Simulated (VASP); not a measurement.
Runs of VASP 6.6.1 on Mg. The structure is that of space group P6_3/mmc (No. 194), or close to it. The cells are those of the table. 

```tsv
cell	gap on the mesh (eV)	pressure (GPa)
a = 3.121, b = 3.121, c = 5.007 Å, angles 90.0, 90.0, 120.0°, 2 atoms	none	(a)
a = 2.819, b = 2.819, c = 4.536 Å, angles 90.0, 90.0, 120.0°, 2 atoms	none	29.8
a = 3.026, b = 3.026, c = 4.861 Å, angles 90.0, 90.0, 120.0°, 2 atoms	none	(b)
a = 3.209, b = 3.209, c = 5.145 Å, angles 90.0, 90.0, 120.0°, 2 atoms	none	-0.1
a = 2.577, b = 2.577, c = 4.149 Å, angles 90.0, 90.0, 120.0°, 2 atoms	none	85.1
a = 2.926, b = 2.926, c = 4.705 Å, angles 90.0, 90.0, 120.0°, 2 atoms	none	17.0
```

Alike in all rows: task single point; level PBE; potentials or basis VASP PAW PBE potentials, release 64 (Mg); no spin polarisation; k mesh 15 × 15 × 8; cutoff (eV) 520; smearing fermi-dirac 0.1 eV.

Estimate the missing entries.

(a) 3.4; (b) 8.8.

A gap of «none» marks levels without a gap at the run's occupations.
